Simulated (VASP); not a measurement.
# Ga (C2/c) in VASP: notebook

Runs on Ga. Level: PBEsol. Tasks: single point.

Everything below comes from runs of VASP 6.6.1. Logs are shortened: lines on timing, memory, paths and dates and some standing lists are left out, and cuts for length are marked.

## (1) The cell of the first run

It takes space group C2/c (No. 15, monoclinic). Conventional cell: a = 4.520 Å, b = 7.597 Å, c = 4.318 Å, α = 90.00°, β = 107.50°, γ = 90.00°. Within 3.1 Å of Ga (site symmetry 1) lie 8 Ga at 2.29 to 3.08 Å.

## (2) Single point, PBEsol (engineering shear strain xz -0.3000, normal strain along z -0.0500)

File INCAR:

```
PREC = Accurate ; ENCUT = 520
EDIFF = 1E-7 ; ISMEAR = 0
SIGMA = 0.15 ; LREAL = False
LASPH = True ; NELM = 80
ALGO = Fast ; ISIF = 2
LWAVE = False ; LCHARG = False
GGA = PS ; NBANDS = 34
```

File KPOINTS:

```
regular mesh
0
Gamma
  10 10 10
```

File POSCAR:

```
Ga
1.0
    2.2350478178     -3.7986615528     -0.3352571727
    2.2350478178      3.7986615528     -0.3352571727
   -0.6734664180      0.0000000000      4.2652873141
Ga
4
Direct
    0.1559156097      0.8440843903      0.0832479706
    0.6559156097      0.3440843903      0.4167520294
    0.8440843903      0.1559156097      0.9167520294
    0.3440843903      0.6559156097      0.5832479706
```

Potentials or basis: VASP PAW PBE potentials, release 64 (Ga_d).

Launch:

```
> cat potpaw_PBE.64/Ga_d/POTCAR > POTCAR
> mpirun -np 1 vasp_std > vasp.out
```

OUTCAR:

```text
PREC = Accurate
   ENCUT = 520
   EDIFF = 1E-7
   ISMEAR = 0
   LREAL = False
   LASPH = True
   NELM = 80
   ISIF = 2
   GGA = PS

 ion  position               nearest neighbor table
   1  0.156  0.844  0.083-   2 2.29   3 2.48   3 2.59   4 2.59   4 2.59
   2  0.656  0.344  0.417-   1 2.29   4 2.48   4 2.59   3 2.59   3 2.59
   3  0.844  0.156  0.917-   4 2.29   1 2.48   1 2.59   2 2.59   2 2.59
   4  0.344  0.656  0.583-   3 2.29   2 2.48   2 2.59   1 2.59   1 2.59

  LATTYP: Found a base centered monoclinic cell.
 ALAT       =     4.5201044765
 B/A-ratio  =     1.6807848458
 C/A-ratio  =     0.9553160604
 COS(beta)  =    -0.3007622643

  Lattice vectors:

 A1 = (   2.2350478178,  -3.7986615528,  -0.3352571727)
 A2 = (   2.2350478178,   3.7986615528,  -0.3352571727)
 A3 = (  -0.6734664180,   0.0000000000,   4.2652873141)

Analysis of symmetry for initial positions (statically):
=====================================================================
 Subroutine PRICEL returns:
 Original cell was already a primitive cell.

 Routine SETGRP: Setting up the symmetry group for a
 base centered monoclinic supercell.

 Subroutine GETGRP returns: Found  4 space group operations
 (whereof  2 operations were pure point group operations)
 out of a pool of  4 trial point group operations.

The static configuration has the point symmetry S_2 .
 The point group associated with its full space group is C_2h.

Analysis of symmetry for dynamics (positions and initial velocities):
=====================================================================
 Subroutine PRICEL returns:
 Original cell was already a primitive cell.

 Routine SETGRP: Setting up the symmetry group for a
 base centered monoclinic supercell.

 Subroutine GETGRP returns: Found  4 space group operations
 (whereof  2 operations were pure point group operations)
 out of a pool of  4 trial point group operations.

The dynamic configuration has the point symmetry S_2 .
 The point group associated with its full space group is C_2h.

 Subroutine INISYM returns: Found  4 space group operations
 (whereof  2 operations are pure point group operations),
 and found     1 'primitive' translations

----------------------------------------------------------------------------------------

                                     Primitive cell

  volume of cell :      70.7108

  direct lattice vectors                    reciprocal lattice vectors
     2.235047818 -3.798661553 -0.335257173     0.229135760 -0.131625309  0.036179331
     2.235047818  3.798661553 -0.335257173     0.229135760  0.131625309  0.036179331
    -0.673466418  0.000000000  4.265287314     0.036020742  0.000000000  0.240138280

  length of vectors
     4.420143178  4.420143178  4.318128401     0.266715883  0.266715883  0.242824808

  position of ions in fractional coordinates (direct lattice)
     0.155915610  0.844084390  0.083247971
     0.655915610  0.344084390  0.416752029
     0.844084390  0.155915610  0.916752029
     0.344084390  0.655915610  0.583247971

  ion indices of the primitive-cell ions
   primitive index   ion index
                 1           1
                 2           2
                 3           3
                 4           4

----------------------------------------------------------------------------------------

 KPOINTS: regular mesh

Automatic generation of k-mesh.
 Grid dimensions read from file:
 generate k-points for:   10   10   10

 Generating k-lattice:

  Cartesian coordinates                     Fractional coordinates (reciprocal lattice)
     0.022913576 -0.013162531  0.003617933     0.100000000  0.000000000 -0.000000000
     0.022913576  0.013162531  0.003617933     0.000000000  0.100000000 -0.000000000
     0.003602074  0.000000000  0.024013828    -0.000000000 -0.000000000  0.100000000

  Length of vectors
     0.026671588  0.026671588  0.024282481

  Shift w.r.t. Gamma in fractional coordinates (k-lattice)
     0.000000000  0.000000000  0.000000000

 Subroutine IBZKPT returns following result:
 ===========================================

 Found    282 irreducible k-points:

 Following reciprocal coordinates:
            Coordinates               Weight
  0.000000  0.000000  0.000000      1.000000
  0.100000  0.000000  0.000000      4.000000
  0.200000  0.000000  0.000000      4.000000
  0.300000  0.000000  0.000000      4.000000
  0.400000  0.000000  0.000000      4.000000
  0.500000  0.000000  0.000000      2.000000
[... 16 lines left out ...]
  0.300000  0.300000  0.000000      2.000000
  0.400000  0.300000  0.000000      4.000000
 [... further k-points ...]
   k-points           NKPTS =    282   k-points in BZ     NKDIM =    282   number of bands    NBANDS=     34
   number of dos      NEDOS =    301   number of ions     NIONS =      4
   total plane-waves  NPLWV =  41472
   dimension x,y,z NGX =    36 NGY =   36 NGZ =   32
   dimension x,y,z NGXF=    72 NGYF=   72 NGZF=   64
   ions per type =               4
   NGX,Y,Z   is equivalent  to a cutoff of  13.54, 13.54, 12.32 a.u.
   NGXF,Y,Z  is equivalent  to a cutoff of  27.08, 27.08, 24.64 a.u.
 SYSTEM =  unknown system
   PREC   = accura    normal or accurate (medium, high low for compatibility)
   ISTART =      0    job   : 0-new  1-cont  2-samecut
   ICHARG =      2    charge: 1-file 2-atom 10-const
   ISPIN  =      1    spin polarized calculation?
   LNONCOLLINEAR =      F non collinear calculations
   LSORBIT =      F    spin-orbit coupling
   LASPH  =      T    aspherical Exc in radial PAW
   ENCUT  =  520.0 eV  38.22 Ry    6.18 a.u.   8.22  8.22  8.03*2*pi/ulx,y,z
   NELM   =     80;   NELMIN=  2; NELMDL= -5     # of ELM steps
   EDIFF  = 0.1E-06   stopping-criterion for ELM
   LREAL  =      F    real-space projection
   EDIFFG = 0.1E-05   stopping-criterion for IOM
   NSW    =      0    number of steps for IOM
   IBRION =     -1    ionic relax: 0-MD 1-quasi-New 2-CG
   NFREE  =      0    steps in history (QN), initial steepest desc. (CG)
   ISIF   =      2    stress and relaxation
   ISYM   =      2    0-nonsym 1-usesym 2-fastsym
   POTIM  = 0.5000    time-step for ionic-motion
   TEBEG  =    0.0;   TEEND  =   0.0 temperature during run
   PSTRESS=    0.0 pullay stress
   NELECT =      52.0000    total number of electrons
   NUPDOWN=      -1.0000    fix difference up-down
   EMIN   =  10.00;   EMAX   =-10.00  energy-range for DOS
   EFERMI =   0.00;   METHOD = LEGACY
   ISMEAR =     0;   SIGMA  =   0.15  broadening in eV -4-tet -1-fermi 0-gaus
   EFERMI_NEDOS =   21; number of points for ismear=-14 and -15
   IALGO  =     68    algorithm
   IMIX   =      4    mixing-type and parameters
     AMIX     =   0.40;   BMIX     =  1.00
     AMIX_MAG =   1.60;   BMIX_MAG =  1.00
  volume/ion in A,a.u.               =      17.68       119.30
  Fermi-wavevector in a.u.,A,eV,Ry     =   1.477681  2.792412 29.708869  2.183540
  Thomas-Fermi vector in A             =   2.592055
   LORBIT       =      0    0 simple, 1 ext, 2 COOP (PROOUT), +10 PAW based schemes
   GGA     = PS    functional components
   LHFCALC =     F    Hartree Fock is set to
   AEXX    =    0.0000 exact exchange contribution
   IVDW    =     0    specifies the selected vdW correction
   LEPSILON=     F    determine dielectric tensor
   LRPA    =     F    only Hartree local field effects (RPA)
 non-spin polarized calculation
 RMM-DIIS sequential band-by-band and
 Gauss-broadening in eV      SIGMA  =   0.15
  energy-cutoff  :      520.00
  volume of cell :       70.71
 maximum number of plane-waves:      1928
 NGX is ok and might be reduce to    36
   NGX = 17   NGY = 17   NGZ = 17

 number of electron      52.0000002 magnetization

 Free energy of the ion-electron system (eV)
  ---------------------------------------------------
  ext. energy  EPLUGINS =         0.00000000
  ---------------------------------------------------
  free energy    TOTEN  =       -12.36256392 eV

  energy without entropy =      -12.34531309  energy(sigma->0) =      -12.35393850

 E-fermi :   5.9462     XC(G=0): -11.2877

 val. band max:        5.9328338192   @ k =  -0.4000  -0.0000   0.1000
 cond. band min:       5.9487076887   @ k =  -0.2000   0.1000  -0.0000
 fundamental gap:      0.0158738695
 Fermi energy:         5.9462171407

 k-point     1 :       0.0000    0.0000    0.0000
  band No.  band energies     occupation
      1      -9.6622      2.00000
      2      -9.6369      2.00000
      3      -9.4854      2.00000
      4      -9.4396      2.00000
      5      -9.4158      2.00000
      6      -9.3774      2.00000
[... 26 lines left out ...]
     33      12.1882      0.00000
     34      14.5745      0.00000

 k-point     2 :       0.1000    0.0000    0.0000
  band No.  band energies     occupation
      1      -9.6620      2.00000
      2      -9.6319      2.00000
      3      -9.4937      2.00000
      4      -9.4418      2.00000
      5      -9.4043      2.00000
      6      -9.3949      2.00000
[... 26 lines left out ...]
     33      12.6081      0.00000
     34      13.8816      0.00000

 k-point     3 :       0.2000    0.0000    0.0000
  band No.  band energies     occupation
      1      -9.6595      2.00000
      2      -9.6243      2.00000
      3      -9.4952      2.00000
      4      -9.4496      2.00000
      5      -9.4273      2.00000
      6      -9.3777      2.00000
[... 26 lines left out ...]
     33      12.5374      0.00000
     34      13.9557      0.00000
[... 704 lines left out ...]
 k-point    23 :       0.3000    0.3000    0.0000
  band No.  band energies     occupation
      1      -9.6579      2.00000
      2      -9.6248      2.00000
      3      -9.5135      2.00000
      4      -9.4818      2.00000
      5      -9.4534      2.00000
      6      -9.3998      2.00000
[... 26 lines left out ...]
     33      12.7526      0.00000
     34      14.2686      0.00000

 k-point    24 :       0.4000    0.3000    0.0000
  band No.  band energies     occupation
      1      -9.6827      2.00000
      2      -9.6111      2.00000
      3      -9.5125      2.00000
      4      -9.5075      2.00000
      5      -9.4500      2.00000
      6      -9.3824      2.00000
[... 26 lines left out ...]
     33      12.2697      0.00000
     34      13.9795      0.00000

 [... further k-points ...]

------------------------ aborting loop because EDIFF is reached ----------------------------------------

  FORCE on cell =-STRESS in cart. coord.  units (eV):
  Direction    XX          YY          ZZ          XY          YZ          ZX
  --------------------------------------------------------------------------------------
  -------------------------------------------------------------------------------------
  Total        8.3097067      2.1639928      5.3965566      0.0000000      0.0000000      4.5431904
  in kB      188.2826310     49.0320854    122.2760210      0.0000000      0.0000000    102.9403172
  external PRESSURE =     119.8635791 kB  Pullay stress =       0.0000000 kB

 VOLUME and BASIS-vectors are now :
 -----------------------------------------------------------------------------
  energy-cutoff  :      520.00
  volume of cell :       70.71
      direct lattice vectors                 reciprocal lattice vectors
     2.235047818 -3.798661553 -0.335257173     0.229135760 -0.131625309  0.036179331
     2.235047818  3.798661553 -0.335257173     0.229135760  0.131625309  0.036179331
    -0.673466418  0.000000000  4.265287314     0.036020742  0.000000000  0.240138280

 POSITION                                       TOTAL-FORCE (eV/Angst)
 -----------------------------------------------------------------------------------
      2.17898      2.61412      0.01982        -1.329903      0.288703     -0.852038
      1.95438     -1.18454      1.44231         1.329903      0.288703      0.852038
      1.61765     -2.61412      3.57495         1.329903     -0.288703      0.852038
      1.84225      1.18454      2.15246        -1.329903     -0.288703     -0.852038
 -----------------------------------------------------------------------------------
    total drift:                               -0.000000     -0.000000      0.000000

  FREE ENERGIE OF THE ION-ELECTRON SYSTEM (eV)
  ---------------------------------------------------
  free  energy   TOTEN  =       -12.3625639229 eV

  energy  without entropy=      -12.3453130857  energy(sigma->0) =      -12.35393850
```

It took 6.4 min on 1 thread of Intel Xeon 6975P-C (Granite Rapids), shared host; peak memory 0.54 GiB.

Results:

```yaml
Free_energy: -12.3626 eV
Pressure: 12.0 GPa
Largest_force: 1.606 eV/Å
Band_gap_on_the_k_mesh: zero (bands 26 and 27 overlap by 2.49 eV)
```

Forces on the atoms (eV/Å):
```
Ga  -1.330  0.289 -0.852
Ga   1.330  0.289  0.852
Ga   1.330 -0.289  0.852
Ga  -1.330 -0.289 -0.852
```

Stress tensor (GPa, compression positive):
```
18.83  0.00 10.29
 0.00  4.90  0.00
10.29  0.00 12.23
```

Levels at points of the mesh, in eV from the Fermi level:
```tsv
k point	band 23	band 24	band 25	band 26	band 27	band 28	band 29	band 30
(0.00, 0.00, 0.00)	-3.34	-2.38	-1.53	-1.50	-0.03	0.96	0.96	1.74
(0.50, 0.00, 0.00)	-4.66	-3.65	-2.46	-0.64	1.15	3.29	3.63	4.12
(0.50, 0.50, 0.00)	-3.96	-3.73	-1.34	-0.77	-0.08	1.58	1.62	2.04
(0.00, 0.00, 0.50)	-2.45	-2.45	-0.62	-0.62	1.83	1.83	2.29	2.29
(0.50, 0.00, 0.50)	-5.86	-5.67	-2.84	-0.93	-0.62	1.33	5.29	6.27
(0.50, 0.50, 0.50)	-6.16	-6.16	-2.80	-2.80	1.25	1.25	6.65	6.65
```

Caveat: the cell differs from its parent crystal (engineering shear strain xz -0.3000, normal strain along z -0.0500); the stress differs along the axes, from 5 to 19 GPa; the PAW data sets were made with another functional, which shifts forces and pressure a little.

## (3) Single point, PBEsol (engineering shear strain xz -0.2000, normal strain along z -0.0500)

File INCAR:

```
ALGO = Fast
EDIFF = 1E-6
ENCUT = 520
GGA = PS
ISIF = 2
ISMEAR = 0
LASPH = True
LCHARG = False
LREAL = False
LWAVE = False
NBANDS = 34
NELM = 60
PREC = Accurate
SIGMA = 0.15
```

File KPOINTS:

```
k-points
0
Gamma
  10 10 10
```

File POSCAR:

```
Ga
1.0
    2.2350478178     -3.7986615528     -0.2235047818
    2.2350478178      3.7986615528     -0.2235047818
   -0.4489776120      0.0000000000      4.2652873141
Ga
4
Direct
    0.1559156097      0.8440843903      0.0832479706
    0.6559156097      0.3440843903      0.4167520294
    0.8440843903      0.1559156097      0.9167520294
    0.3440843903      0.6559156097      0.5832479706
```

Potentials or basis: VASP PAW PBE potentials, release 64 (Ga_d).

Launch:

```
> cat potpaw_PBE.64/Ga_d/POTCAR > POTCAR
> mpirun -np 1 vasp_std > vasp.out
```

Run time: 5.7 min. Hardware: 1 thread of Intel Xeon 6975P-C (Granite Rapids), shared host; peak memory 0.55 GiB.

It converged, with:

- Free energy: -12.8618 eV
- Pressure: 7.6 GPa
- Largest force: 0.772 eV/Å
- Band gap on the k mesh: zero (bands 26 and 27 overlap by 2.16 eV)

Forces on the atoms (eV/Å):
```
Ga  -0.599  0.285 -0.396
Ga   0.599  0.285  0.396
Ga   0.599 -0.285  0.396
Ga  -0.599 -0.285 -0.396
```

Stress tensor (GPa, compression positive):
```
10.91  0.00  7.99
 0.00  2.88  0.00
 7.99  0.00  8.93
```

Levels at points of the mesh, in eV from the Fermi level:
| k point | band 23 | band 24 | band 25 | band 26 | band 27 | band 28 | band 29 | band 30 |
| --- | --- | --- | --- | --- | --- | --- | --- | --- |
| (0.00, 0.00, 0.00) | -3.65 | -2.32 | -1.89 | -1.33 | 0.34 | 0.83 | 0.85 | 2.81 |
| (0.50, 0.00, 0.00) | -4.28 | -3.49 | -2.23 | -0.19 | 0.20 | 2.89 | 3.70 | 4.18 |
| (0.50, 0.50, 0.00) | -4.08 | -3.91 | -1.42 | -1.07 | 1.12 | 1.34 | 1.72 | 2.67 |
| (0.00, 0.00, 0.50) | -1.78 | -1.78 | -0.38 | -0.38 | 1.42 | 1.42 | 1.90 | 1.90 |
| (0.50, 0.00, 0.50) | -6.43 | -6.02 | -2.51 | -1.25 | -0.30 | 0.98 | 5.79 | 6.86 |
| (0.50, 0.50, 0.50) | -5.87 | -5.87 | -2.46 | -2.46 | 0.19 | 0.19 | 7.18 | 7.18 |

Caveat: the cell differs from its parent crystal (engineering shear strain xz -0.2000, normal strain along z -0.0500); the stress differs along the axes, from 3 to 11 GPa; the PAW data sets were made with another functional, which shifts forces and pressure a little.

## (4) Single point, PBEsol (engineering shear strain xz -0.3000, normal strain along z -0.1500)

INCAR is that of step 3.

KPOINTS is that of step 3.

File POSCAR:

```
Ga
1.0
    2.2350478178     -3.7986615528     -0.3352571727
    2.2350478178      3.7986615528     -0.3352571727
   -0.6734664180      0.0000000000      3.8163097021
Ga
4
Direct
    0.1559156097      0.8440843903      0.0832479706
    0.6559156097      0.3440843903      0.4167520294
    0.8440843903      0.1559156097      0.9167520294
    0.3440843903      0.6559156097      0.5832479706
```

Launch:

```
> cat potpaw_PBE.64/Ga_d/POTCAR > POTCAR
> mpirun -np 1 vasp_std > vasp.out
```

Run time: 11 min. Hardware: 1 thread of Oxide Virtual Turin-like, shared host; peak memory 0.48 GiB.

It converged, with:

| Property | Result |
| --- | --- |
| Free energy | -11.3775 eV |
| Pressure | 27.3 GPa |
| Largest force | 2.479 eV/Å |
| Band gap on the k mesh | zero (bands 26 and 27 overlap by 3.81 eV) |

Forces on the atoms (eV/Å):
```
Ga  -1.967  1.161 -0.964
Ga   1.967  1.161  0.964
Ga   1.967 -1.161  0.964
Ga  -1.967 -1.161 -0.964
```

Stress tensor (GPa, compression positive):
```
37.57  0.00 14.01
 0.00 16.56  0.00
14.01  0.00 27.85
```

Levels at points of the mesh, in eV from the Fermi level:
```csv
k point,band 23,band 24,band 25,band 26,band 27,band 28,band 29,band 30
"(0.00, 0.00, 0.00)",-2.92,-2.34,-2.31,-2.22,-0.55,0.59,0.91,2.28
"(0.50, 0.00, 0.00)",-4.83,-4.19,-2.19,0.11,2.64,4.13,4.26,5.52
"(0.50, 0.50, 0.00)",-4.82,-4.09,-0.52,0.01,1.28,2.11,2.26,3.28
"(0.00, 0.00, 0.50)",-3.20,-3.20,-1.07,-1.07,1.49,1.49,2.30,2.30
"(0.50, 0.00, 0.50)",-5.86,-5.77,-3.48,-1.04,-0.99,1.46,4.77,5.46
"(0.50, 0.50, 0.50)",-6.49,-6.49,-3.50,-3.50,1.56,1.56,6.24,6.24
```

Caveat: the cell differs from its parent crystal (engineering shear strain xz -0.3000, normal strain along z -0.1500); the stress differs along the axes, from 17 to 38 GPa; the PAW data sets were made with another functional, which shifts forces and pressure a little.

(Part 1 of 2 ends here.)
